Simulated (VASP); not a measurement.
Here is a VASP 6.6.1 calculation.

The input INCAR:

```
  PREC = Accurate
  ENCUT = 520
  EDIFF = 1E-7
  ISMEAR = -1
  SIGMA = 0.05
  LREAL = False
  LASPH = True
  NELM = 100
  ALGO = Normal
  ISIF = 2
  LWAVE = False
  LCHARG = False
  GGA = PE
  NBANDS = 18
```

KPOINTS

```
regular mesh
0
Gamma
  9 9 5
```

The input POSCAR:

```
PtS2
1.0
    3.5604657255      0.0000000000      0.0000000000
   -1.7802328627      3.0834537676      0.0000000000
    0.0000000000      0.0000000000      4.3776828683
Pt S
1 2
Direct
    0.0000000000      0.0000000000      0.0000000000
    0.6666666667      0.3333333333      0.7266132265
    0.3333333333      0.6666666667      0.2733867735
```

Potentials or basis: VASP PAW PBE potentials, release 64 (Pt, S).

The run is started by

```sh
$ cat potpaw_PBE.64/Pt/POTCAR potpaw_PBE.64/S/POTCAR > POTCAR
$ mpirun -np 1 vasp_std > vasp.out
```

What does it give for the largest force?

0.040 eV/Å.

What does it give for the band gap on the k mesh?

Zero (band 11 reaches 9.43 eV, above the bottom of band 12 at 9.10 eV).

What does it give for the pressure?

9.5 GPa.

Forces in eV/Å, atoms in the order of the input:
```
Pt   0.000  0.000  0.000
S    0.000  0.000  0.040
S    0.000  0.000 -0.040
```

Caveat: spin-orbit coupling is left out, which moves the levels of the heavy elements.
